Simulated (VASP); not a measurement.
A run of VASP 6.6.1 is set up as follows.

The input INCAR:

```
  PREC = Accurate
  ENCUT = 520
  EDIFF = 1E-6
  ISMEAR = -1
  SIGMA = 0.03
  LREAL = False
  LASPH = True
  NELM = 60
  ALGO = Normal
  ISIF = 2
  LWAVE = False
  LCHARG = False
  NBANDS = 18
```

KPOINTS

```
Automatic mesh
0
Gamma
  12 12 12
```

POSCAR

```
ZnAg
1.0
    3.1975310785      0.0000000000      0.0000000000
    0.0000000000      3.1975310785      0.0000000000
    0.0000000000      0.0000000000      3.1975310785
Zn Ag
1 1
Direct
    0.5000000000      0.5000000000      0.5000000000
    0.0000000000      0.0000000000      0.0000000000
```

Potentials or basis: VASP PAW LDA potentials, release 64 (Zn, Ag).

Command:

```sh
$ cat potpaw_LDA.64/Zn/POTCAR potpaw_LDA.64/Ag/POTCAR > POTCAR
$ mpirun -np 1 vasp_std > vasp.out
```

(1) Estimate the band gap on the k mesh.

(2) Predict the pressure.

## Answers

(1) zero (an odd number of electrons rules out a gap without spin polarisation).

(2) -10.6 GPa.

Caveat: the cell stands under tension.
